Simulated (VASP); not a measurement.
# C (P6/mmm) in VASP: vibrations by perturbation theory with PBE

Aim: the vibrations by perturbation theory of C with PBE.

All numbers are computed with VASP 6.6.1; they aren't measurements. Logs are shortened: lines on timing, memory, paths and dates and some standing lists are left out, and cuts for length are marked.

## Step 1: The cell of the first run

The structure is hexagonal, space group P6/mmm (No. 191). Conventional cell: a = 2.467 Å, b = 2.467 Å, c = 4.519 Å, α = 90.00°, β = 90.00°, γ = 120.00°. C (site symmetry -6m2) has 3 C at 1.42 Å within 1.9 Å.

## Step 2: Vibrations by perturbation theory, PBE

INCAR

```
PREC = Accurate
ENCUT = 520
EDIFF = 1E-8
ISMEAR = -1
SIGMA = 0.15
LREAL = False
LASPH = True
NELM = 100
ALGO = Fast
ISIF = 2
LWAVE = False
LCHARG = False
GGA = PE
IBRION = 8
NSW = 1
```

KPOINTS

```
Automatic mesh
0
Gamma
  24 24 12
```

POSCAR

```
C
1.0
    2.4665073672      0.0000000000      0.0000000000
   -1.2332536836      2.1360580386      0.0000000000
    0.0000000000      0.0000000000      4.5187044161
C
2
Direct
    0.3333333333      0.6666666667      0.5000000000
    0.6666666667      0.3333333333      0.5000000000
```

Potentials or basis: VASP PAW PBE potentials, release 64 (C).

Run with:

```bash
cat potpaw_PBE.64/C/POTCAR > POTCAR
mpirun -np 1 vasp_std > vasp.out
```

OUTCAR:

```text
PREC = Accurate
   ENCUT = 520
   EDIFF = 1E-8
   ISMEAR = -1
   LREAL = False
   LASPH = True
   NELM = 100
   ISIF = 2
   GGA = PE
   IBRION = 8
   NSW = 1

 ion  position               nearest neighbor table
   1  0.333  0.667  0.500-   2 1.42   2 1.42   2 1.42
   2  0.667  0.333  0.500-   1 1.42   1 1.42   1 1.42

  LATTYP: Found a hexagonal cell.
 ALAT       =     2.4665073672
 C/A-ratio  =     1.8320255095

  Lattice vectors:

 A1 = (   2.4665073672,   0.0000000000,   0.0000000000)
 A2 = (  -1.2332536836,   2.1360580386,   0.0000000000)
 A3 = (   0.0000000000,   0.0000000000,   4.5187044161)

Analysis of symmetry for initial positions (statically):
=====================================================================
 Subroutine PRICEL returns:
 Original cell was already a primitive cell.

 Routine SETGRP: Setting up the symmetry group for a
 hexagonal supercell.

 Subroutine GETGRP returns: Found 24 space group operations
 (whereof 24 operations were pure point group operations)
 out of a pool of 24 trial point group operations.

The static configuration has the point symmetry D_6h.

Analysis of symmetry for dynamics (positions and initial velocities):
=====================================================================
 Subroutine PRICEL returns:
 Original cell was already a primitive cell.

 Routine SETGRP: Setting up the symmetry group for a
 hexagonal supercell.

 Subroutine GETGRP returns: Found 24 space group operations
 (whereof 24 operations were pure point group operations)
 out of a pool of 24 trial point group operations.

The dynamic configuration has the point symmetry D_6h.

 Subroutine INISYM returns: Found 24 space group operations
 (whereof 24 operations are pure point group operations),
 and found     1 'primitive' translations

[... 434 lines left out ...]
     0.000000000  0.000000000  4.518704416     0.000000000  0.000000000  0.221302371

 POSITION                                       TOTAL-FORCE (eV/Angst)
 -----------------------------------------------------------------------------------
     -0.00000      1.42404      2.25935         0.000000     -0.000000     -0.000000
      1.23325      0.71202      2.25935        -0.000000      0.000000      0.000000
 -----------------------------------------------------------------------------------
    total drift:                                0.000000     -0.000000     -0.000000

  FREE ENERGIE OF THE ION-ELECTRON SYSTEM (eV)
  ---------------------------------------------------
  free  energy   TOTEN  =       -18.4540124976 eV

  energy  without entropy=      -18.4516564457  energy(sigma->0) =      -18.45283447

[... ionic steps 2 to 3 ...]

--------------------------------------- Ionic step        4  -------------------------------------------

------------------------ aborting loop because EDIFF is reached ----------------------------------------

[... ionic steps 5 to 5 ...]

--------------------------------------- Ionic step        6  -------------------------------------------

 Free energy of the ion-electron system (eV)
  ---------------------------------------------------
  ---------------------------------------------------
  free energy    TOTEN  =        -0.13117703 eV

  energy without entropy =       -0.13117703

------------------------ aborting loop because EDIFF is reached ----------------------------------------

 INTERNAL STRAIN TENSOR  FOR ION    1  DIRECTION 3   (eV/Angst):
 -----------------------------------------------------------------------------
    -0.00057  0.00000  0.00000
     0.00000 -0.00057  0.00000
     0.00000 -0.00000  0.00416

 INTERNAL STRAIN TENSOR FOR ION    2 for displacements in x,y,z  (eV/Angst):
          X           Y           Z          XY          YZ          ZX
  --------------------------------------------------------------------------------
  x     0.00000    -0.00000     0.00000    11.01728     0.00000     0.00000
  y    11.01728   -11.01728     0.00000     0.00000     0.00000     0.00000
  z     0.00000     0.00000     0.00000     0.00000     0.00000     0.00000

 SECOND DERIVATIVES (NOT SYMMETRIZED)
 ------------------------------------
               1X          1Y          1Z          2X          2Y          2Z
  1X   -53.454439    0.000000    0.000000   53.454439   -0.000000    0.000000
  1Y     0.000000  -53.454439    0.000000   -0.000000   53.454439    0.000000
  1Z     0.000000    0.000000  -16.749414   -0.000000   -0.000000   16.749414
  2X    53.454439   -0.000000    0.000000  -53.454439    0.000000    0.000000
  2Y    -0.000000   53.454439    0.000000    0.000000  -53.454439    0.000000
  2Z    -0.000000   -0.000000   16.749414    0.000000    0.000000  -16.749414

 Eigenvectors and eigenvalues of the dynamical matrix
 ----------------------------------------------------

   1 f  =   46.641019 THz   293.054164 2PiTHz 1555.776925 cm-1   192.891668 meV
             X         Y         Z           dx          dy          dz
     -0.000000  1.424039  2.259352     0.707107   -0.000000    0.000000
      1.233254  0.712019  2.259352    -0.707107    0.000000    0.000000
[... 11 lines left out ...]
   4 f  =    0.000000 THz     0.000001 2PiTHz    0.000006 cm-1     0.000001 meV
             X         Y         Z           dx          dy          dz
     -0.000000  1.424039  2.259352    -0.475948   -0.522947   -0.000000
      1.233254  0.712019  2.259352    -0.475948   -0.522947    0.000000

   5 f/i=    0.000000 THz     0.000001 2PiTHz    0.000005 cm-1     0.000001 meV
             X         Y         Z           dx          dy          dz
     -0.000000  1.424039  2.259352    -0.000000   -0.000000    0.707107
      1.233254  0.712019  2.259352     0.000000    0.000000    0.707107

   6 f/i=    0.000001 THz     0.000004 2PiTHz    0.000023 cm-1     0.000003 meV
             X         Y         Z           dx          dy          dz
     -0.000000  1.424039  2.259352    -0.522947    0.475948    0.000000
      1.233254  0.712019  2.259352    -0.522947    0.475948    0.000000

--------------------------------------------------------------------------------------------------------

 ELASTIC MODULI CONTR FROM IONIC RELAXATION (kBar)
 Direction    XX          YY          ZZ          XY          YZ          ZX
 --------------------------------------------------------------------------------
 XX        -152.8150    152.8150      0.0000     -0.0000      0.0000      0.0000
 YY         152.8150   -152.8150      0.0000      0.0000      0.0000      0.0000
 ZZ           0.0000      0.0000      0.0000      0.0000      0.0000      0.0000
 XY          -0.0000      0.0000      0.0000   -152.8150      0.0000      0.0000
 YZ           0.0000      0.0000      0.0000      0.0000      0.0000      0.0000
 ZX           0.0000      0.0000      0.0000      0.0000      0.0000      0.0000
 --------------------------------------------------------------------------------
```

Wall time 13 min (1 thread of Oxide Virtual Turin-like, shared host); peak memory 0.75 GiB.

Results:

```
Highest phonon frequency at Γ : 1556 cm⁻¹
```

Phonon frequencies in cm⁻¹ (negative: imaginary):
```
              q point          frequencies
(0.000, 0.000, 0.000)  0 0 0 871 1556 1556
```
